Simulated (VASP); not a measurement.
Crystal: H.

```
H
1.0
    -1.69153    1.69153    2.05847
     1.69153   -1.69153    2.05847
     1.69153    1.69153   -2.05847
H
2
Cartesian
  0.0000 0.0000 0.3711
  0.0000 0.0000 3.7459
```

| Property | Result |
| --- | --- |
| Program | VASP 6.6.1 |
| Task | relaxation of cell and atoms |
| Functional | RPBE |
| Potentials or basis | VASP PAW PBE potentials, release 64 (H_h) |
| Cutoff | 1230 eV |
| k mesh | 11 × 11 × 11 |
| Occupations | fermi-dirac, width 0.05 eV |
| Spin | no spin polarisation |

At the start: pressure 1.1 GPa; volume 11.78 Å³/atom.

Task: Where does the relaxation end?

Result: Over 15 steps the energy falls by 13.7 meV/atom and the volume is 18.36 Å³/atom (+55.9 %); space group I4/mmm (No. 139, to 0.1 Å) before and after.

The path:
```tsv
step	energy change (eV)	largest force (eV/Å)	pressure (GPa)	volume (Å³)
1	0.0000	0.0569	1.12	23.56
2	-0.0009	0.2569	0.56	23.84
3	-0.0009	0.1959	0.67	23.79
4	-0.0017	0.1927	0.66	23.90
5	-0.0038	0.1825	0.62	24.25
6	-0.0077	0.1603	0.55	24.97
7	-0.0143	0.1076	0.45	26.43
8	-0.0230	0.0300	0.34	29.54
9	-0.0249	0.4425	0.42	36.46
10	-0.0260	0.3167	0.27	37.02
11	-0.0267	0.0608	-0.03	38.23
12	-0.0267	0.0978	0.01	38.05
13	-0.0268	0.0876	0.00	37.92
14	-0.0271	0.0574	-0.02	37.52
15	-0.0275	0.0012	-0.05	36.73
```

Final structure:
```
H
1.0
    -1.96727    1.96727    2.37257
     1.96727   -1.96727    2.37257
     1.96727    1.96727   -2.37257
H
2
Direct
  0.07871 0.07871 0.00000
  0.92129 0.92129 0.00000
```

Caveat: the volume moved by over 15 % at a fixed basis, so the end points are rough; this functional lacks dispersion, which holds the molecules together, so the pressure and a relaxed volume are unreliable; the PAW data sets were made with another functional, which shifts forces and pressure a little.
